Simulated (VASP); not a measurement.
# Si (P6_3/mmc) in VASP: settings compared

Si is run at these levels: PBEsol, LDA; tasks: relaxation of cell and atoms.

Program: VASP 6.6.1. These are calculated values, not measurements. Logs are shortened: lines on timing, memory, paths and dates and some standing lists are left out, and cuts for length are marked.

## 1. The cell of the first run

The structure is hexagonal, space group P6_3/mmc (No. 194). Conventional cell: a = 3.852 Å, b = 3.852 Å, c = 6.365 Å, α = 90.00°, β = 90.00°, γ = 120.00°. Within 3.1 Å of Si (site symmetry 3m) lie 4 Si at 2.36 to 2.38 Å.

This isn't the form of Si at room conditions, which is diamond.

## 2. Relaxation of cell and atoms, PBEsol

Input file INCAR:

```
SYSTEM = Si
  PREC = Accurate
  ENCUT = 600
  EDIFF = 1E-6
  ISMEAR = -1
  SIGMA = 0.02
  LREAL = .FALSE.
  LASPH = .TRUE.
  NELM = 60
  ALGO = Normal
  ISIF = 3
  LWAVE = .FALSE.
  LCHARG = .FALSE.
  GGA = PS
  IBRION = 2
  NSW = 80
  EDIFFG = -0.005
```

Input file KPOINTS:

```
regular mesh
0
G
  12 12 4
  0 0 0
```

Input file POSCAR:

```
Si
1.0
    3.8515735486      0.0000000000      0.0000000000
   -1.9257867743      3.3355605376      0.0000000000
    0.0000000000      0.0000000000      6.3645780720
Si
4
Direct
    0.3333333333      0.6666666667      0.0004225454
    0.6666666667      0.3333333333      0.5004225454
    0.3333333333      0.6666666667      0.3745774546
    0.6666666667      0.3333333333      0.8745774546
```

Potentials or basis: VASP PAW PBE potentials, release 64 (Si).

Run with:

```bash
cat potpaw_PBE.64/Si/POTCAR > POTCAR
mpirun -np 1 vasp_std > vasp.out
```

OUTCAR:

```text
SYSTEM = Si
   PREC = Accurate
   ENCUT = 600
   EDIFF = 1E-6
   ISMEAR = -1
   LREAL = .FALSE.
   LASPH = .TRUE.
   NELM = 60
   ISIF = 3
   GGA = PS
   IBRION = 2
   NSW = 80
   EDIFFG = -0.005

 ion  position               nearest neighbor table
   1  0.333  0.667  0.000-   4 2.36   4 2.36   4 2.36   3 2.38
   2  0.667  0.333  0.500-   3 2.36   3 2.36   3 2.36   4 2.38
   3  0.333  0.667  0.375-   2 2.36   2 2.36   2 2.36   1 2.38
   4  0.667  0.333  0.875-   1 2.36   1 2.36   1 2.36   2 2.38

  LATTYP: Found a hexagonal cell.
 ALAT       =     3.8515735486
 C/A-ratio  =     1.6524617774

  Lattice vectors:

 A1 = (   3.8515735486,   0.0000000000,   0.0000000000)
 A2 = (  -1.9257867743,   3.3355605376,   0.0000000000)
 A3 = (   0.0000000000,   0.0000000000,   6.3645780720)

Analysis of symmetry for initial positions (statically):
=====================================================================
 Subroutine PRICEL returns:
 Original cell was already a primitive cell.

 Routine SETGRP: Setting up the symmetry group for a
 hexagonal supercell.

 Subroutine GETGRP returns: Found 24 space group operations
 (whereof  6 operations were pure point group operations)
 out of a pool of 24 trial point group operations.

The static configuration has the point symmetry C_3v.
 The point group associated with its full space group is D_6h.

Analysis of symmetry for dynamics (positions and initial velocities):
=====================================================================
 Subroutine PRICEL returns:
 Original cell was already a primitive cell.

 Routine SETGRP: Setting up the symmetry group for a
 hexagonal supercell.

 Subroutine GETGRP returns: Found 24 space group operations
 (whereof  6 operations were pure point group operations)
 out of a pool of 24 trial point group operations.

The dynamic configuration has the point symmetry C_3v.
 The point group associated with its full space group is D_6h.

 Subroutine INISYM returns: Found 24 space group operations
 (whereof  6 operations are pure point group operations),
 and found     1 'primitive' translations

----------------------------------------------------------------------------------------

                                     Primitive cell

  volume of cell :      81.7667

  direct lattice vectors                    reciprocal lattice vectors
     3.851573549  0.000000000  0.000000000     0.259634144  0.149899843  0.000000000
    -1.925786774  3.335560538  0.000000000     0.000000000  0.299799685  0.000000000
     0.000000000  0.000000000  6.364578072     0.000000000  0.000000000  0.157119606

  length of vectors
     3.851573549  3.851573549  6.364578072     0.299799685  0.299799685  0.157119606

  position of ions in fractional coordinates (direct lattice)
     0.333333333  0.666666667  0.000422545
     0.666666667  0.333333333  0.500422545
     0.333333333  0.666666667  0.374577455
     0.666666667  0.333333333  0.874577455

  ion indices of the primitive-cell ions
   primitive index   ion index
                 1           1
                 2           2
                 3           3
                 4           4

----------------------------------------------------------------------------------------

 KPOINTS: regular mesh

Automatic generation of k-mesh.
 Grid dimensions read from file:
 generate k-points for:   12   12    4

 Generating k-lattice:

  Cartesian coordinates                     Fractional coordinates (reciprocal lattice)
     0.021636179  0.012491654  0.000000000     0.083333333  0.000000000  0.000000000
     0.000000000  0.024983307  0.000000000     0.000000000  0.083333333  0.000000000
     0.000000000  0.000000000  0.039279902     0.000000000  0.000000000  0.250000000

  Length of vectors
     0.024983307  0.024983307  0.039279902

  Shift w.r.t. Gamma in fractional coordinates (k-lattice)
     0.000000000  0.000000000  0.000000000

 Subroutine IBZKPT returns following result:
 ===========================================

 Found     57 irreducible k-points:

 Following reciprocal coordinates:
            Coordinates               Weight
  0.000000  0.000000  0.000000      1.000000
  0.083333  0.000000  0.000000      6.000000
  0.166667  0.000000  0.000000      6.000000
  0.250000  0.000000  0.000000      6.000000
  0.333333  0.000000  0.000000      6.000000
  0.416667  0.000000  0.000000      6.000000
[... 16 lines left out ...]
  0.250000  0.000000  0.250000     12.000000
  0.333333  0.000000  0.250000     12.000000
 [... further k-points ...]
   k-points           NKPTS =     57   k-points in BZ     NKDIM =     57   number of bands    NBANDS=     12
   number of dos      NEDOS =    301   number of ions     NIONS =      4
   total plane-waves  NPLWV =  55296
   dimension x,y,z NGX =    32 NGY =   32 NGZ =   54
   dimension x,y,z NGXF=    64 NGYF=   64 NGZF=  108
   ions per type =               4
   NGX,Y,Z   is equivalent  to a cutoff of  13.81, 13.81, 14.11 a.u.
   NGXF,Y,Z  is equivalent  to a cutoff of  27.62, 27.62, 28.21 a.u.
 SYSTEM =  Si
   PREC   = accura    normal or accurate (medium, high low for compatibility)
   ISTART =      0    job   : 0-new  1-cont  2-samecut
   ICHARG =      2    charge: 1-file 2-atom 10-const
   ISPIN  =      1    spin polarized calculation?
   LNONCOLLINEAR =      F non collinear calculations
   LSORBIT =      F    spin-orbit coupling
   LASPH  =      T    aspherical Exc in radial PAW
   ENCUT  =  600.0 eV  44.10 Ry    6.64 a.u.   7.69  7.69 12.71*2*pi/ulx,y,z
   NELM   =     60;   NELMIN=  2; NELMDL= -5     # of ELM steps
   EDIFF  = 0.1E-05   stopping-criterion for ELM
   LREAL  =      F    real-space projection
   EDIFFG = -.5E-02   stopping-criterion for IOM
   NSW    =     80    number of steps for IOM
   IBRION =      2    ionic relax: 0-MD 1-quasi-New 2-CG
   NFREE  =      1    steps in history (QN), initial steepest desc. (CG)
   ISIF   =      3    stress and relaxation
   ISYM   =      2    0-nonsym 1-usesym 2-fastsym
   POTIM  = 0.5000    time-step for ionic-motion
   TEBEG  =    0.0;   TEEND  =   0.0 temperature during run
   PSTRESS=    0.0 pullay stress
   NELECT =      16.0000    total number of electrons
   NUPDOWN=      -1.0000    fix difference up-down
   EMIN   =  10.00;   EMAX   =-10.00  energy-range for DOS
   EFERMI =   0.00;   METHOD = LEGACY
   ISMEAR =    -1;   SIGMA  =   0.02  broadening in eV -4-tet -1-fermi 0-gaus
   EFERMI_NEDOS =   21; number of points for ismear=-14 and -15
   IALGO  =     38    algorithm
   IMIX   =      4    mixing-type and parameters
     AMIX     =   0.40;   BMIX     =  1.00
     AMIX_MAG =   1.60;   BMIX_MAG =  1.00
  volume/ion in A,a.u.               =      20.44       137.95
  Fermi-wavevector in a.u.,A,eV,Ry     =   0.950435  1.796063 12.290517  0.903327
  Thomas-Fermi vector in A             =   2.078812
   LORBIT       =      0    0 simple, 1 ext, 2 COOP (PROOUT), +10 PAW based schemes
   GGA     = PS    functional components
   LHFCALC =     F    Hartree Fock is set to
   AEXX    =    0.0000 exact exchange contribution
   IVDW    =     0    specifies the selected vdW correction
   LEPSILON=     F    determine dielectric tensor
   LRPA    =     F    only Hartree local field effects (RPA)
 conjugate gradient relaxation of ions
 non-spin polarized calculation
  energy-cutoff  :      600.00
  volume of cell :       81.77
 maximum number of plane-waves:      2762
 NGX is ok and might be reduce to    32
   NGX = 15   NGY = 15   NGZ = 25

--------------------------------------- Ionic step        1  -------------------------------------------

 number of electron      16.0000000 magnetization

 Free energy of the ion-electron system (eV)
  ---------------------------------------------------
  ext. energy  EPLUGINS =         0.00000000
  ---------------------------------------------------
  free energy    TOTEN  =       -22.94150465 eV

  energy without entropy =      -22.94150383  energy(sigma->0) =      -22.94150424

------------------------ aborting loop because EDIFF is reached ----------------------------------------

  FORCE on cell =-STRESS in cart. coord.  units (eV):
  Direction    XX          YY          ZZ          XY          YZ          ZX
  --------------------------------------------------------------------------------------
  -------------------------------------------------------------------------------------
  Total       -0.8783844     -0.8783844     -0.8716436     -0.0000000     -0.0000000      0.0000000
  in kB      -17.2114933    -17.2114933    -17.0794116     -0.0000000     -0.0000000      0.0000000
  external PRESSURE =     -17.1674661 kB  Pullay stress =       0.0000000 kB
[... 213 lines left out ...]
  energy  without entropy=      -22.9499797123  energy(sigma->0) =      -22.94998070

--------------------------------------- Ionic step        7  -------------------------------------------

 number of electron      16.0000000 magnetization

 Free energy of the ion-electron system (eV)
  ---------------------------------------------------
  ext. energy  EPLUGINS =         0.00000000
  ---------------------------------------------------
  free energy    TOTEN  =       -22.94998584 eV

  energy without entropy =      -22.94998387  energy(sigma->0) =      -22.94998485

 E-fermi :   6.1742     XC(G=0):  -9.5426

 val. band max:        6.0328025635   @ k =   0.0000   0.0000   0.0000
 cond. band min:       6.3241553131   @ k =   0.5000   0.0000   0.0000
 fundamental gap:      0.2913527496
 Fermi energy:         6.1741895519

 k-point     1 :       0.0000    0.0000    0.0000
  band No.  band energies     occupation
      1      -6.2205      2.00000
      2      -3.9123      2.00000
      3      -1.2506      2.00000
      4       4.4992      2.00000
      5       4.4992      2.00000
      6       5.6751      2.00000
      7       6.0328      1.99830
      8       6.0328      1.99830
      9       6.9976      0.00000
     10       7.9782      0.00000
     11       7.9782      0.00000
     12       8.3241      0.00000
[... 331 lines left out ...]
 k-point    24 :       0.3333    0.0000    0.2500
  band No.  band energies     occupation
      1      -4.7747      2.00000
      2      -3.3213      2.00000
      3      -0.7422      2.00000
      4       1.0186      2.00000
      5       1.6781      2.00000
      6       3.3848      2.00000
      7       4.2468      2.00000
      8       4.4858      2.00000
      9       6.6083      0.00000
     10       7.6855      0.00000
     11       8.2171      0.00000
     12       9.8912      0.00000

 [... further k-points ...]

------------------------ aborting loop because EDIFF is reached ----------------------------------------

  FORCE on cell =-STRESS in cart. coord.  units (eV):
  Direction    XX          YY          ZZ          XY          YZ          ZX
  --------------------------------------------------------------------------------------
  -------------------------------------------------------------------------------------
  Total        0.0065329      0.0065329     -0.0004082      0.0000000      0.0000000      0.0000000
  in kB        0.1304918      0.1304918     -0.0081539      0.0000000      0.0000000      0.0000000
  external PRESSURE =       0.0842766 kB  Pullay stress =       0.0000000 kB
[... 19 lines left out ...]
  FREE ENERGIE OF THE ION-ELECTRON SYSTEM (eV)
  ---------------------------------------------------
  free  energy   TOTEN  =       -22.9499858387 eV

  energy  without entropy=      -22.9499838662  energy(sigma->0) =      -22.94998485

 reached required accuracy - stopping structural energy minimisation
```

Run time: 60 s. Hardware: 1 thread of Intel Xeon 6975P-C (Granite Rapids), shared host; peak memory 0.24 GiB.

Results:

* Free energy: -22.9500 eV
* Relaxed volume: 20.05 Å³/atom
* Relaxed cell: a = 3.826 Å, b = 3.826 Å, c = 6.326 Å, α = 90.00°, β = 90.00°, γ = 120.00°
* Space group after relaxing (to 0.1 Å): P6_3/mmc (No. 194)
* Energy gained by relaxing: 2.1 meV/atom
* Ionic steps: 7
* Pressure after relaxing: 0.0 GPa
* Band gap on the k mesh: 0.29 eV (least direct gap 0.96 eV)

Step by step:
| step | energy change (eV) | largest force (eV/Å) | pressure (GPa) | volume (Å³) |
| --- | --- | --- | --- | --- |
| 1 | 0.0000 | 0.0017 | -1.72 | 81.77 |
| 2 | -0.0046 | 0.0144 | 1.23 | 79.20 |
| 3 | -0.0085 | 0.0078 | 0.00 | 80.22 |
| 4 | -0.0085 | 0.0075 | -0.03 | 80.25 |
| 5 | -0.0085 | 0.0002 | -0.03 | 80.25 |
| 6 | -0.0085 | 0.0023 | -0.03 | 80.25 |
| 7 | -0.0085 | 0.0006 | 0.01 | 80.21 |

Final structure:
```yaml
crystal:
  lattice:
    - [3.82638, 0.00000, 0.00000]
    - [-1.91319, 3.31374, 0.00000]
    - [0.00000, 0.00000, 6.32597]
  atoms:
    - { symbol: Si, position: [0.33333, 0.66667, 0.00049] }
    - { symbol: Si, position: [0.66667, 0.33333, 0.50049] }
    - { symbol: Si, position: [0.33333, 0.66667, 0.37451] }
    - { symbol: Si, position: [0.66667, 0.33333, 0.87451] }
```

Caveat: the PAW data sets were made with another functional, which shifts forces and pressure a little. A k mesh can miss the band edges.

## 3. Relaxation of cell and atoms, LDA

Input file INCAR:

```
PREC = Accurate ; ENCUT = 600
EDIFF = 1E-7 ; ISMEAR = -1
SIGMA = 0.02 ; LREAL = False
LASPH = True ; NELM = 80
ALGO = Normal ; ISIF = 3
LWAVE = False ; LCHARG = False
IBRION = 2 ; NSW = 80
EDIFFG = -0.005
```

Input file KPOINTS:

```
regular mesh
0
Gamma
  12 12 4
```

POSCAR is that of step 2.

Potentials or basis: VASP PAW LDA potentials, release 64 (Si).

Run with:

```bash
cat potpaw_LDA.64/Si/POTCAR > POTCAR
mpirun -np 1 vasp_std > vasp.out
```

It took 68 s on 1 thread of Intel Xeon 6975P-C (Granite Rapids), shared host; peak memory 0.21 GiB.

It converged, with:

```yaml
Free_energy: -23.8023 eV
Relaxed_volume: 19.70 Å³/atom
Relaxed_cell: a = 3.803 Å, b = 3.803 Å, c = 6.290 Å, α = 90.00°, β = 90.00°, γ = 120.00°
Space_group_after_relaxing_to_0.1_Å: P6_3/mmc (No. 194)
Energy_gained_by_relaxing: 8.0 meV/atom
Ionic_steps: 7
Pressure_after_relaxing: 0.0 GPa
Band_gap_on_the_k_mesh: 0.27 eV (least direct gap 0.99 eV)
```

The path:
```tsv
step	energy change (eV)	largest force (eV/Å)	pressure (GPa)	volume (Å³)
1	0.0000	0.0080	-3.33	81.77
2	-0.0171	0.0326	2.53	76.85
3	-0.0320	0.0154	-0.01	78.79
4	-0.0320	0.0159	0.06	78.73
5	-0.0321	0.0016	-0.04	78.81
6	-0.0321	0.0020	-0.02	78.79
7	-0.0321	0.0013	-0.01	78.78
```

Final structure:
```
CELL_PARAMETERS angstrom
3.80317 0.00000 0.00000
-1.90159 3.29364 0.00000
0.00000 0.00000 6.28950
ATOMIC_POSITIONS crystal
Si 0.33333 0.66667 0.00051
Si 0.66667 0.33333 0.50051
Si 0.33333 0.66667 0.37449
Si 0.66667 0.33333 0.87449
```

Levels at points of the mesh, in eV from the valence-band top:
| k point | band 4 | band 5 | band 6 | band 7 | band 8 | band 9 | band 10 | band 11 | band 12 |
| --- | --- | --- | --- | --- | --- | --- | --- | --- | --- |
| (0.00, 0.00, 0.00) | -1.54 | -1.54 | -0.37 | 0.00 | 0.00 | 0.99 | 1.95 | 1.95 | 2.30 |
| (0.50, 0.00, 0.00) | -6.04 | -4.78 | -3.12 | -3.10 | -1.46 | 0.27 | 2.29 | 2.87 | 3.05 |
| (0.00, 0.00, 0.50) | -4.30 | -0.94 | -0.94 | -0.94 | -0.94 | 1.78 | 1.78 | 2.94 | 2.94 |
| (0.50, 0.00, 0.50) | -7.36 | -2.50 | -2.50 | -2.47 | -2.47 | 0.81 | 0.81 | 1.55 | 1.55 |

A k mesh can miss the band edges.
